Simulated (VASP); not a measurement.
# AlNi3 (Pm-3m) in VASP: further runs, part 2 of 2

VASP 6.6.1. Earlier steps stand in the parts before.

## 3. Single point, PBE, collinear spin, ferromagnetic start

This run uses another cell than the first one, of 11.34 Å³/atom.

The input, INCAR:

```
  PREC = Accurate
  ENCUT = 520
  EDIFF = 1E-6
  ISMEAR = 0
  SIGMA = 0.1
  LREAL = False
  LASPH = True
  NELM = 150
  ALGO = Normal
  ISIF = 2
  LWAVE = False
  LCHARG = False
  ISPIN = 2
  MAGMOM = 0 -0.3 -0.3 -0.3
  LORBIT = 11
  LMAXMIX = 4
  GGA = PE
  NBANDS = 28
```

The input, KPOINTS:

```
regular mesh
0
Gamma
  14 14 14
```

The input, POSCAR:

```
AlNi3
1.0
    3.5667576850      0.0000000000      0.0000000000
    0.0000000000      3.5667576850      0.0000000000
    0.0000000000      0.0000000000      3.5667576850
Al Ni
1 3
Direct
    0.0000000000      0.0000000000      0.0000000000
    0.0000000000      0.5000000000      0.5000000000
    0.5000000000      0.0000000000      0.5000000000
    0.5000000000      0.5000000000      0.0000000000
```

Potentials or basis: VASP PAW PBE potentials, release 64 (Al, Ni).

Command:

```sh
$ cat potpaw_PBE.64/Al/POTCAR potpaw_PBE.64/Ni/POTCAR > POTCAR
$ mpirun -np 1 vasp_std > vasp.out
```

Wall time 3.4 min (1 thread of AMD EPYC 9R45 (Zen 5), shared host); peak memory 0.29 GiB.

It converged, with:

```yaml
Free_energy: -21.9055 eV
Pressure: 0.1 GPa
Net_moment: -0.71 μB per cell
Site_moments: Al +0.01; Ni -0.26 μB
Valence_electrons_inside_the_program's_atomic_spheres: Al 0.80; Ni 9.38
```

Levels at points of the mesh, in eV from the Fermi level:
Spin up:
```csv
k point,band 13,band 14,band 15,band 16,band 17,band 18,band 19,band 20
"(0.00, 0.00, 0.00)",0.01,0.34,0.34,0.34,0.83,0.83,0.83,6.60
"(0.50, 0.00, 0.00)",-0.91,-0.91,-0.81,-0.32,0.34,5.51,5.51,5.61
"(0.50, 0.50, 0.00)",-1.12,-1.07,-0.77,-0.57,-0.44,1.10,1.10,8.10
"(0.50, 0.50, 0.50)",-1.14,-0.88,-0.88,-0.17,0.11,0.11,0.11,3.41
```
Spin down:
| k point | band 15 | band 16 | band 17 | band 18 | band 19 | band 20 |
| --- | --- | --- | --- | --- | --- | --- |
| (0.00, 0.00, 0.00) | -0.10 | -0.10 | 0.87 | 0.87 | 0.87 | 6.51 |
| (0.50, 0.00, 0.00) | -1.04 | -0.51 | -0.10 | 5.45 | 5.45 | 5.56 |
| (0.50, 0.50, 0.00) | -0.98 | -0.96 | -0.58 | 0.81 | 0.81 | 8.08 |
| (0.50, 0.50, 0.50) | -1.06 | -0.26 | -0.26 | -0.26 | -0.15 | 3.32 |

## 4. Single point, PBE, collinear spin, ferromagnetic start (11.68 Å³/atom)

This run uses another cell than the first one, of 11.68 Å³/atom.

The input, INCAR:

```
ALGO = Fast ; EDIFF = 1E-7
ENCUT = 520 ; GGA = PE
ISIF = 2 ; ISMEAR = 0
ISPIN = 2 ; LASPH = T
LCHARG = T ; LELF = T
LMAXMIX = 4 ; LORBIT = 11
LREAL = F ; LVHAR = T
LWAVE = F ; MAGMOM = 0 -0.3 -0.3 -0.3
NBANDS = 28 ; NELM = 150
PREC = Accurate ; SIGMA = 0.1
```

The input, KPOINTS:

```
k-points
0
Gamma
  14 14 14
```

The input, POSCAR:

```
AlNi3
1.0
    3.6020744144      0.0000000000      0.0000000000
    0.0000000000      3.6020744144      0.0000000000
    0.0000000000      0.0000000000      3.6020744144
Al Ni
1 3
Direct
    0.0000000000      0.0000000000      0.0000000000
    0.0000000000      0.5000000000      0.5000000000
    0.5000000000      0.0000000000      0.5000000000
    0.5000000000      0.5000000000      0.0000000000
```

Potentials or basis: VASP PAW PBE potentials, release 64 (Al, Ni).

Command:

```sh
$ cat potpaw_PBE.64/Al/POTCAR potpaw_PBE.64/Ni/POTCAR > POTCAR
$ mpirun -np 1 vasp_std > vasp.out
```

OUTCAR:

```text
EDIFF = 1E-7
   ENCUT = 520
   GGA = PE
   ISIF = 2
   ISMEAR = 0
   ISPIN = 2
   LASPH = T
   LORBIT = 11
   LREAL = F
   NELM = 150
   PREC = Accurate

 ion  position               nearest neighbor table
   1  0.000  0.000  0.000-   2 2.55   3 2.55   4 2.55   2 2.55   3 2.55   2 2.55   4 2.55   2 2.55
                             3 2.55   4 2.55   3 2.55   4 2.55
   2  0.000  0.500  0.500-   1 2.55   3 2.55   4 2.55   1 2.55   4 2.55   1 2.55   3 2.55   1 2.55
                             3 2.55   4 2.55   4 2.55   3 2.55
   3  0.500  0.000  0.500-   1 2.55   2 2.55   4 2.55   1 2.55   4 2.55   2 2.55   4 2.55   4 2.55
[... 1726 lines left out ...]
     0.000000000  3.602074414  0.000000000     0.000000000  0.277617807  0.000000000
     0.000000000  0.000000000  3.602074414     0.000000000  0.000000000  0.277617807

 POSITION                                       TOTAL-FORCE (eV/Angst)
 -----------------------------------------------------------------------------------
      0.00000      0.00000      0.00000         0.000000      0.000000      0.000000
      0.00000      1.80104      1.80104         0.000000      0.000000      0.000000
      1.80104      0.00000      1.80104         0.000000      0.000000      0.000000
      1.80104      1.80104      0.00000         0.000000      0.000000      0.000000
 -----------------------------------------------------------------------------------
    total drift:                                0.000000      0.000000      0.000000

  FREE ENERGIE OF THE ION-ELECTRON SYSTEM (eV)
  ---------------------------------------------------
  free  energy   TOTEN  =       -21.8840778575 eV

  energy  without entropy=      -21.8669192264  energy(sigma->0) =      -21.87549854

 total charge

# of ion       s       p       d       tot
------------------------------------------
    1        0.405   0.378   0.000   0.783
    2        0.478   0.486   8.365   9.329
    3        0.478   0.486   8.365   9.329
    4        0.478   0.486   8.365   9.329
--------------------------------------------------
tot          1.839   1.836  25.095  28.769

 magnetization (x)

# of ion       s       p       d       tot
------------------------------------------
    1        0.001   0.008   0.000   0.009
    2        0.003   0.010  -0.273  -0.260
    3        0.003   0.010  -0.273  -0.260
    4        0.003   0.010  -0.273  -0.260
--------------------------------------------------
tot          0.010   0.038  -0.820  -0.772
```

Run time: 3.7 min. Hardware: 1 thread of AMD EPYC 9R45 (Zen 5), shared host; peak memory 0.31 GiB.

Results:

```yaml
Free_energy: -21.8841 eV
Pressure: -4.9 GPa
Net_moment: -0.72 μB per cell
Site_moments: Al +0.01; Ni -0.26 μB
Valence_electrons_inside_the_program's_atomic_spheres: Al 0.78; Ni 9.33
```

Levels at points of the mesh, in eV from the Fermi level:
Spin up:
```
           k point  band 14  band 15  band 16  band 17  band 18  band 19
(0.00, 0.00, 0.00)     0.33     0.33     0.33     0.83     0.83     0.83
(0.50, 0.00, 0.00)    -0.87    -0.77    -0.31     0.33     5.36     5.36
(0.50, 0.50, 0.00)    -1.03    -0.74    -0.54    -0.42     1.06     1.06
(0.50, 0.50, 0.50)    -0.84    -0.84    -0.13     0.11     0.11     0.11
```
Spin down:
```csv
k point,band 15,band 16,band 17,band 18,band 19,band 20
"(0.00, 0.00, 0.00)",-0.12,-0.12,0.86,0.86,0.86,6.35
"(0.50, 0.00, 0.00)",-1.01,-0.50,-0.11,5.31,5.31,5.47
"(0.50, 0.50, 0.00)",-0.96,-0.93,-0.56,0.76,0.76,7.86
"(0.50, 0.50, 0.50)",-1.03,-0.27,-0.27,-0.27,-0.10,3.13
```

Caveat: the cell stands under tension.

## 5. Overview

| cell | gap on the mesh (eV) | pressure (GPa) | moment (μB) |
| --- | --- | --- | --- |
| a = 3.531 Å, 4 atoms | none | 6.0 | 0.70 |
| a = 3.567 Å, 4 atoms | none | 0.1 | 0.71 |
| a = 3.602 Å, 4 atoms | none | -4.9 | 0.72 |

Alike in all rows: task single point; level PBE; potentials or basis VASP PAW PBE potentials, release 64 (Al, Ni); spin collinear, ferromagnetic start; k mesh 14 × 14 × 14; cutoff (eV) 520; smearing gaussian 0.1 eV.

Caveats: the cell stands under pressure (at least some runs); the cell stands under tension (at least some runs).

Total energies depend on the potentials used, so only differences within one code and one set of settings carry meaning.
